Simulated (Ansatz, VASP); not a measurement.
Two plane-wave programs on Al2BP3

```
CELL_PARAMETERS angstrom
3.41035 0.00000 0.00000
-1.70518 2.95345 0.00000
0.00000 0.00000 8.39728
ATOMIC_POSITIONS crystal
Al 0.66667 0.33333 0.12166
Al 0.33333 0.66667 0.87834
B 0.00000 0.00000 0.00000
P 0.00000 0.00000 0.50000
P 0.66667 0.33333 0.66223
P 0.33333 0.66667 0.33777
```

Change from the starting cell: species swapped into the Li3GdBi2 type (P-3m1, No. 164).

Alike in both runs: functional PBE; k mesh 12 × 12 × 6; occupations gaussian, width 0.1 eV; no spin polarisation.

Ansatz relaxed the structure, and its values are those at the end. VASP's run is a single point on that final structure, the one shown.

```csv
,VASP,Ansatz
version,VASP 6.6.1,Ansatz 0.2.0
potentials or method,"VASP PAW PBE potentials, release 64 (Al, B, P), cutoff 520 eV","scalar-relativistic, plane waves, PAW"
valence electrons in the cell,24,24
```

```tsv
	VASP	Ansatz	Ansatz less VASP
gap on the k mesh at the Fermi level (eV)	none	none	-
pressure (GPa)	-0.1	0.0	+0.15
rms of the force components (eV/Å)	0.004	0.001	-0.0034
```

A gap of «none» marks a metal or a gap that the smearing closes.
